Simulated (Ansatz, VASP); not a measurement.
One calculation of LiF, two programs

```
Li F
1.0
     0.00000    2.04159    1.95993
     2.04159    0.00000    1.95993
     2.04159    2.04159    0.00000
Li F
1 1
Cartesian
  0.0000 0.0000 0.0000
  2.0416 2.0416 1.9599
```

Alike in both runs: task single point; functional PBE; k mesh 12 × 12 × 12; occupations gaussian, width 0.05 eV; no spin polarisation.

```csv
,VASP,Ansatz
version,VASP 6.6.1,Ansatz 0.2.0
potentials or method,"VASP PAW PBE potentials, release 64 (Li_sv, F), cutoff 520 eV","scalar-relativistic, plane waves, PAW"
valence electrons in the cell,10,10
```

```tsv
	VASP	Ansatz	Ansatz less VASP
gap on the k mesh at the Fermi level (eV)	9.05	9.05	+0.001
least direct gap on the mesh (eV)	9.05	9.05	+0.001
```

Noted on VASP's run: the cutoff is short for stress, so the pressure is rough.
